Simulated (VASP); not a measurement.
# CsLi3P2 (R-3m) in VASP: notebook

Runs on CsLi3P2. Level: PBE. Tasks: single point, relaxation of cell and atoms.

All numbers are computed with VASP 6.6.1; they aren't measurements. Logs are shortened: lines on timing, memory, paths and dates and some standing lists are left out, and cuts for length are marked.

**1. The cell of the first run**

The structure is trigonal, space group R-3m (No. 166). Conventional cell: a = 8.081 Å, b = 8.081 Å, c = 9.086 Å, α = 90.00°, β = 90.00°, γ = 120.00°. Within 4.5 Å of Cs (site symmetry -3m) lie 2 P at 3.40 Å and 12 Li at 3.82 to 4.04 Å. Within 3.1 Å of Li (site symmetry 2/m) lie 2 P at 2.36 Å. P (site symmetry 3m) has 1 P at 2.29 Å and 3 Li at 2.36 Å within 3.0 Å.

**2. Single point, PBE**

Contents of INCAR:

```
  PREC = Accurate
  ENCUT = 520
  EDIFF = 1E-7
  ISMEAR = 0
  SIGMA = 0.1
  LREAL = F
  LASPH = T
  NELM = 60
  ALGO = Normal
  ISIF = 2
  LWAVE = F
  LCHARG = F
  GGA = PE
  NBANDS = 23
```

Contents of KPOINTS:

```
Automatic mesh
0
Gamma
  3 3 3
```

Contents of POSCAR:

```
CsLi3P2
1.0
    4.0404444217      2.3327516745      3.0287119141
   -4.0404444217      2.3327516745      3.0287119141
    0.0000000000     -4.6655033490      3.0287119141
Cs Li P
1 3 2
Direct
    0.5000000000      0.5000000000      0.5000000000
    0.0000000000      0.0000000000      0.5000000000
    0.5000000000      0.0000000000      0.0000000000
    0.0000000000      0.5000000000      0.0000000000
    0.1261619455      0.1261619455      0.1261619455
    0.8738380545      0.8738380545      0.8738380545
```

Potentials or basis: VASP PAW PBE potentials, release 64 (Cs_sv, Li_sv, P).

On the command line:

```console
$ cat potpaw_PBE.64/Cs_sv/POTCAR potpaw_PBE.64/Li_sv/POTCAR potpaw_PBE.64/P/POTCAR > POTCAR
$ mpirun -np 1 vasp_std > vasp.out
```

OUTCAR:

```text
PREC = Accurate
   ENCUT = 520
   EDIFF = 1E-7
   ISMEAR = 0
   LREAL = F
   LASPH = T
   NELM = 60
   ISIF = 2
   GGA = PE

 ion  position               nearest neighbor table
   1  0.500  0.500  0.500-
   2  0.000  0.000  0.500-   5 2.36   6 2.36
   3  0.500  0.000  0.000-   5 2.36   6 2.36
   4  0.000  0.500  0.000-   5 2.36   6 2.36
   5  0.126  0.126  0.126-   6 2.29   2 2.36   4 2.36   3 2.36
   6  0.874  0.874  0.874-   5 2.29   2 2.36   4 2.36   3 2.36

  LATTYP: Found a trigonal (rhomboedric) cell.
 ALAT       =     5.5623751544
 COS(alpha) =    -0.0552800237

  Lattice vectors:

 A1 = (   4.0404444217,   2.3327516745,   3.0287119141)
 A2 = (  -4.0404444217,   2.3327516745,   3.0287119141)
 A3 = (   0.0000000000,  -4.6655033490,   3.0287119141)

Analysis of symmetry for initial positions (statically):
=====================================================================
 Subroutine PRICEL returns:
 Original cell was already a primitive cell.

 Routine SETGRP: Setting up the symmetry group for a
 trigonal (rhombohedral) supercell.

 Subroutine GETGRP returns: Found 12 space group operations
 (whereof 12 operations were pure point group operations)
 out of a pool of 12 trial point group operations.

The static configuration has the point symmetry D_3d.

Analysis of symmetry for dynamics (positions and initial velocities):
=====================================================================
 Subroutine PRICEL returns:
 Original cell was already a primitive cell.

 Routine SETGRP: Setting up the symmetry group for a
 trigonal (rhombohedral) supercell.

 Subroutine GETGRP returns: Found 12 space group operations
 (whereof 12 operations were pure point group operations)
 out of a pool of 12 trial point group operations.

The dynamic configuration has the point symmetry D_3d.

 Subroutine INISYM returns: Found 12 space group operations
 (whereof 12 operations are pure point group operations),
 and found     1 'primitive' translations

----------------------------------------------------------------------------------------

                                     Primitive cell

  volume of cell :     171.2801

  direct lattice vectors                    reciprocal lattice vectors
     4.040444422  2.332751674  3.028711914     0.123748763  0.071446382  0.110057788
    -4.040444422  2.332751674  3.028711914    -0.123748763  0.071446382  0.110057788
     0.000000000 -4.665503349  3.028711914     0.000000000 -0.142892764  0.110057788

  length of vectors
     5.562375154  5.562375154  5.562375154     0.180363684  0.180363684  0.180363684

  position of ions in fractional coordinates (direct lattice)
     0.500000000  0.500000000  0.500000000
     0.000000000  0.000000000  0.500000000
     0.500000000  0.000000000  0.000000000
     0.000000000  0.500000000  0.000000000
     0.126161946  0.126161946  0.126161946
     0.873838054  0.873838054  0.873838054

  ion indices of the primitive-cell ions
   primitive index   ion index
                 1           1
                 2           2
                 3           3
                 4           4
                 5           5
                 6           6

----------------------------------------------------------------------------------------

 KPOINTS: Automatic mesh

Automatic generation of k-mesh.
 Grid dimensions read from file:
 generate k-points for:    3    3    3

 Generating k-lattice:

  Cartesian coordinates                     Fractional coordinates (reciprocal lattice)
     0.041249588  0.023815461  0.036685929     0.333333333 -0.000000000 -0.000000000
    -0.041249588  0.023815461  0.036685929    -0.000000000  0.333333333 -0.000000000
     0.000000000 -0.047630921  0.036685929    -0.000000000 -0.000000000  0.333333333

  Length of vectors
     0.060121228  0.060121228  0.060121228

  Shift w.r.t. Gamma in fractional coordinates (k-lattice)
     0.000000000  0.000000000  0.000000000

 Subroutine IBZKPT returns following result:
 ===========================================

 Found      6 irreducible k-points:

 Following reciprocal coordinates:
            Coordinates               Weight
  0.000000  0.000000  0.000000      1.000000
  0.333333 -0.000000  0.000000      6.000000
  0.333333  0.333333  0.000000      6.000000
 -0.333333  0.333333  0.000000      6.000000
  0.333333  0.333333  0.333333      2.000000
 -0.333333  0.333333  0.333333      6.000000
   k-points           NKPTS =      6   k-points in BZ     NKDIM =      6   number of bands    NBANDS=     23
   number of dos      NEDOS =    301   number of ions     NIONS =      6
   total plane-waves  NPLWV =  74088
   dimension x,y,z NGX =    42 NGY =   42 NGZ =   42
   dimension x,y,z NGXF=    84 NGYF=   84 NGZF=   84
   ions per type =               1   3   2
   NGX,Y,Z   is equivalent  to a cutoff of  12.55, 12.55, 12.55 a.u.
   NGXF,Y,Z  is equivalent  to a cutoff of  25.11, 25.11, 25.11 a.u.
 SYSTEM =  unknown system
   PREC   = accura    normal or accurate (medium, high low for compatibility)
   ISTART =      0    job   : 0-new  1-cont  2-samecut
   ICHARG =      2    charge: 1-file 2-atom 10-const
   ISPIN  =      1    spin polarized calculation?
   LNONCOLLINEAR =      F non collinear calculations
   LSORBIT =      F    spin-orbit coupling
   LASPH  =      T    aspherical Exc in radial PAW
   ENCUT  =  520.0 eV  38.22 Ry    6.18 a.u.  10.34 10.34 10.34*2*pi/ulx,y,z
   NELM   =     60;   NELMIN=  2; NELMDL= -5     # of ELM steps
   EDIFF  = 0.1E-06   stopping-criterion for ELM
   LREAL  =      F    real-space projection
   EDIFFG = 0.1E-05   stopping-criterion for IOM
   NSW    =      0    number of steps for IOM
   IBRION =     -1    ionic relax: 0-MD 1-quasi-New 2-CG
   NFREE  =      0    steps in history (QN), initial steepest desc. (CG)
   ISIF   =      2    stress and relaxation
   ISYM   =      2    0-nonsym 1-usesym 2-fastsym
   POTIM  = 0.5000    time-step for ionic-motion
   TEBEG  =    0.0;   TEEND  =   0.0 temperature during run
   PSTRESS=    0.0 pullay stress
   NELECT =      28.0000    total number of electrons
   NUPDOWN=      -1.0000    fix difference up-down
   EMIN   =  10.00;   EMAX   =-10.00  energy-range for DOS
   EFERMI =   0.00;   METHOD = LEGACY
   ISMEAR =     0;   SIGMA  =   0.10  broadening in eV -4-tet -1-fermi 0-gaus
   EFERMI_NEDOS =   21; number of points for ismear=-14 and -15
   IALGO  =     38    algorithm
   IMIX   =      4    mixing-type and parameters
     AMIX     =   0.40;   BMIX     =  1.00
     AMIX_MAG =   1.60;   BMIX_MAG =  1.00
  volume/ion in A,a.u.               =      28.55       192.64
  Fermi-wavevector in a.u.,A,eV,Ry     =   0.895142  1.691573 10.902063  0.801279
  Thomas-Fermi vector in A             =   2.017436
   LORBIT       =      0    0 simple, 1 ext, 2 COOP (PROOUT), +10 PAW based schemes
   GGA     = PE    functional components
   LHFCALC =     F    Hartree Fock is set to
   AEXX    =    0.0000 exact exchange contribution
   IVDW    =     0    specifies the selected vdW correction
   LEPSILON=     F    determine dielectric tensor
   LRPA    =     F    only Hartree local field effects (RPA)
 non-spin polarized calculation
 Gauss-broadening in eV      SIGMA  =   0.10
  energy-cutoff  :      520.00
  volume of cell :      171.28
 maximum number of plane-waves:      4616
 NGX is ok and might be reduce to    42
   NGX = 21   NGY = 21   NGZ = 21

 number of electron      27.9999941 magnetization

 Free energy of the ion-electron system (eV)
  ---------------------------------------------------
  ext. energy  EPLUGINS =         0.00000000
  ---------------------------------------------------
  free energy    TOTEN  =       -19.53671022 eV

  energy without entropy =      -19.53671022  energy(sigma->0) =      -19.53671022

 E-fermi :   1.7797     XC(G=0):  -7.2697

 val. band max:        1.2989233836   @ k =   0.3333  -0.0000   0.0000
 cond. band min:       2.3757297179   @ k =   0.0000   0.0000   0.0000
 fundamental gap:      1.0768063343
 Fermi energy:         1.7797178327

 k-point     1 :       0.0000    0.0000    0.0000
  band No.  band energies     occupation
      1     -44.3639      2.00000
      2     -44.3629      2.00000
      3     -44.3629      2.00000
      4     -20.9346      2.00000
      5      -9.0013      2.00000
      6      -7.9890      2.00000
[... 15 lines left out ...]
     22       5.8104      0.00000
     23       6.5404      0.00000

 k-point     2 :       0.3333   -0.0000    0.0000
  band No.  band energies     occupation
      1     -44.3637      2.00000
      2     -44.3632      2.00000
      3     -44.3629      2.00000
      4     -20.9332      2.00000
      5      -9.0986      2.00000
      6      -7.8180      2.00000
[... 15 lines left out ...]
     22       5.8221      0.00000
     23       7.2418      0.00000

 k-point     3 :       0.3333    0.3333    0.0000
  band No.  band energies     occupation
      1     -44.3636      2.00000
      2     -44.3632      2.00000
      3     -44.3631      2.00000
      4     -20.9318      2.00000
      5      -9.0950      2.00000
      6      -7.8479      2.00000
[... 15 lines left out ...]
     22       6.6987      0.00000
     23       7.4280      0.00000

 k-point     4 :      -0.3333    0.3333    0.0000
  band No.  band energies     occupation
      1     -44.3635      2.00000
      2     -44.3632      2.00000
      3     -44.3631      2.00000
      4     -20.9318      2.00000
      5      -9.0108      2.00000
      6      -8.0213      2.00000
[... 15 lines left out ...]
     22       6.8374      0.00000
     23       7.5339      0.00000

 k-point     5 :       0.3333    0.3333    0.3333
  band No.  band energies     occupation
      1     -44.3634      2.00000
      2     -44.3632      2.00000
      3     -44.3632      2.00000
      4     -20.9304      2.00000
      5      -9.0065      2.00000
      6      -8.0210      2.00000
[... 15 lines left out ...]
     22       6.7399      0.00000
     23       7.0010      0.00000

 k-point     6 :      -0.3333    0.3333    0.3333
  band No.  band energies     occupation
      1     -44.3635      2.00000
      2     -44.3632      2.00000
      3     -44.3631      2.00000
      4     -20.9304      2.00000
      5      -9.0860      2.00000
      6      -7.8582      2.00000
[... 15 lines left out ...]
     22       6.4787      0.00000
     23       7.3384      0.00000

------------------------ aborting loop because EDIFF is reached ----------------------------------------

  FORCE on cell =-STRESS in cart. coord.  units (eV):
  Direction    XX          YY          ZZ          XY          YZ          ZX
  --------------------------------------------------------------------------------------
  -------------------------------------------------------------------------------------
  Total        0.0946472      0.0946472      0.1170547      0.0000000     -0.0000000     -0.0000000
  in kB        0.8853429      0.8853429      1.0949461      0.0000000     -0.0000000     -0.0000000
  external PRESSURE =       0.9552106 kB  Pullay stress =       0.0000000 kB

 VOLUME and BASIS-vectors are now :
 -----------------------------------------------------------------------------
  energy-cutoff  :      520.00
  volume of cell :      171.28
      direct lattice vectors                 reciprocal lattice vectors
     4.040444422  2.332751674  3.028711914     0.123748763  0.071446382  0.110057788
    -4.040444422  2.332751674  3.028711914    -0.123748763  0.071446382  0.110057788
     0.000000000 -4.665503349  3.028711914     0.000000000 -0.142892764  0.110057788

 POSITION                                       TOTAL-FORCE (eV/Angst)
 -----------------------------------------------------------------------------------
      0.00000      0.00000      4.54307         0.000000     -0.000000      0.000000
      0.00000     -2.33275      1.51436         0.000000     -0.000000      0.000000
      2.02022      1.16638      1.51436         0.000000     -0.000000      0.000000
     -2.02022      1.16638      1.51436        -0.000000     -0.000000      0.000000
      0.00000      0.00000      1.14632        -0.000000     -0.000000     -0.025580
      0.00000      0.00000      7.93981        -0.000000      0.000000      0.025580
 -----------------------------------------------------------------------------------
    total drift:                               -0.000000      0.000000     -0.000000

  FREE ENERGIE OF THE ION-ELECTRON SYSTEM (eV)
  ---------------------------------------------------
  free  energy   TOTEN  =       -19.5367102170 eV

  energy  without entropy=      -19.5367102170  energy(sigma->0) =      -19.53671022
```

Wall time 18 s (1 thread of Intel Xeon 6975P-C (Granite Rapids), shared host); peak memory 0.25 GiB.

Results:

* Free energy: -19.5367 eV
* Largest force: 0.026 eV/Å
* Band gap on the k mesh: 1.08 eV, indirect (least direct gap 1.30 eV)

Forces in eV/Å, atoms in the order of the input:
```
Cs   0.000  0.000  0.000
Li   0.000  0.000  0.000
Li   0.000  0.000  0.000
Li   0.000  0.000  0.000
P    0.000  0.000 -0.026
P    0.000  0.000  0.026
```

Levels at points of the mesh, in eV from the valence-band top:
| k point | band 11 | band 12 | band 13 | band 14 | band 15 | band 16 | band 17 | band 18 |
| --- | --- | --- | --- | --- | --- | --- | --- | --- |
| (0.00, 0.00, 0.00) | -2.09 | -2.09 | -0.22 | -0.22 | 1.08 | 3.64 | 3.64 | 3.69 |

Caveat: the cutoff is under 1.25 times the usual one of these potentials, so pressure, stress and relaxed cells hold a basis-set (Pulay) error; spin-orbit coupling is left out, which moves the levels of the heavy elements.

**3. Relaxation of cell and atoms, PBE**

This run uses another cell than the first one, of 23.15 Å³/atom, 0.811 times its volume.

Contents of INCAR:

```
ALGO = Normal ; EDIFF = 1E-6
EDIFFG = -0.04 ; ENCUT = 600
GGA = PE ; IBRION = 2
ISIF = 3 ; ISMEAR = 0
LASPH = True ; LCHARG = False
LREAL = False ; LWAVE = False
NELM = 80 ; NSW = 90
PREC = Accurate ; SIGMA = 0.1
```

Contents of KPOINTS:

```
k-points
0
Gamma
  3 3 3
```

Contents of POSCAR:

```
CsLi3P2
1.0
    3.5745048900      2.0637413600      3.1380811800
   -3.5745048900      2.0637413600      3.1380811800
    0.0000000000     -4.1274827200      3.1380811800
Cs Li P
1 3 2
Direct
    0.5000000000      0.5000000000      0.5000000000
    0.0000000000      0.0000000000      0.5000000000
    0.5000000000      0.0000000000      0.0000000000
    0.0000000000      0.5000000000      0.0000000000
    0.2266786400      0.2266786400      0.2266786400
    0.7733213600      0.7733213600      0.7733213600
```

Potentials or basis: VASP PAW PBE potentials, release 64 (Cs_sv, Li_sv, P).

On the command line:

```console
$ cat potpaw_PBE.64/Cs_sv/POTCAR potpaw_PBE.64/Li_sv/POTCAR potpaw_PBE.64/P/POTCAR > POTCAR
$ mpirun -np 1 vasp_std > vasp.out
```

Wall time 5.3 min (1 thread of Intel Xeon 6975P-C (Granite Rapids), shared host); peak memory 0.28 GiB.

Results (log left out):

```yaml
Free_energy: -19.5214 eV
Relaxed_volume: 28.63 Å³/atom
Relaxed_cell: a = 5.567 Å, b = 5.567 Å, c = 5.567 Å, α = 93.07°, β = 93.07°, γ = 93.07°
Space_group_after_relaxing_to_0.05_Å: R-3m (No. 166)
Energy_gained_by_relaxing: 580.2 meV/atom
Ionic_steps: 38
Pressure_after_relaxing: 0.0 GPa
Largest_force_after_relaxing: 0.017 eV/Å
Band_gap_on_the_k_mesh: 1.08 eV, indirect (least direct gap 1.30 eV)
```

Forces in eV/Å, atoms in the order of the input:
```
Cs   0.000  0.000  0.000
Li   0.000  0.000  0.000
Li   0.000  0.000  0.000
Li   0.000  0.000  0.000
P    0.000  0.000 -0.017
P    0.000  0.000  0.017
```

The path:
```csv
step,energy change (eV),largest force (eV/Å),pressure (GPa),volume (Å³)
1,0.0000,0.8987,10.25,138.89
2,-1.2034,0.4126,2.52,170.83
3,-1.3601,0.3592,0.62,186.20
4,-1.3770,0.3493,-0.02,192.89
5,-1.3773,0.3482,-0.12,194.09
6,-1.4012,0.3894,-0.15,193.99
7,-1.4733,0.5382,-0.27,193.56
8,-1.6259,0.9581,-0.58,192.23
9,-1.9320,2.1748,-0.86,187.50
10,5.3505,18.6874,17.84,169.04
11,-1.3196,2.3052,0.00,187.23
12,-1.3169,2.3647,0.02,186.99
13,-0.7615,3.7351,2.48,179.47
14,-1.1792,2.5308,0.28,186.45
15,-1.1810,2.5372,0.28,186.44
16,-1.1864,2.5569,0.27,186.43
17,-1.1973,2.5963,0.26,186.39
18,-1.2192,2.6758,0.25,186.31
19,-1.2628,2.8343,0.25,186.12
20,-1.3397,3.1004,0.36,185.61
21,-1.2716,2.6938,1.44,184.05
22,-1.3380,3.1971,0.62,185.11
23,-1.3275,3.0878,0.97,184.60
24,-1.4271,2.6762,1.05,184.67
25,-1.4519,1.2811,1.55,184.74
26,-1.4694,2.0638,1.25,184.71
27,-1.6131,1.9550,0.97,185.01
28,-1.9950,1.6555,0.23,185.85
29,-2.5671,1.2288,-0.91,187.31
30,-3.1538,0.8132,-2.05,189.30
31,-3.2636,0.7495,-2.21,189.85
32,-3.2953,0.7400,-2.21,190.06
33,-3.3631,0.6111,-1.84,186.15
34,-3.4758,0.0394,-0.42,174.73
35,-3.4792,0.1438,-0.03,172.15
36,-3.4793,0.1131,-0.09,172.56
37,-3.4807,0.0496,-0.06,172.18
38,-3.4812,0.0174,-0.03,171.76
```

Final structure:
```
Cs Li P
1.0
     4.04039    2.33272    3.03728
    -4.04039    2.33272    3.03728
     0.00000   -4.66544    3.03728
Cs Li P
1 3 2
Direct
  0.50000 0.50000 0.50000
  0.00000 0.00000 0.50000
  0.50000 0.00000 0.00000
  0.00000 0.50000 0.00000
  0.12584 0.12584 0.12584
  0.87416 0.87416 0.87416
```

Levels at points of the mesh, in eV from the valence-band top:
| k point | band 11 | band 12 | band 13 | band 14 | band 15 | band 16 | band 17 | band 18 |
| --- | --- | --- | --- | --- | --- | --- | --- | --- |
| (0.00, 0.00, 0.00) | -2.08 | -2.08 | -0.22 | -0.22 | 1.08 | 3.64 | 3.64 | 3.83 |

Caveat: the cutoff is under 1.25 times the usual one of these potentials, so pressure, stress and relaxed cells hold a basis-set (Pulay) error; the volume moved by over 15 % at a fixed basis, so the end points are rough; spin-orbit coupling is left out, which moves the levels of the heavy elements.
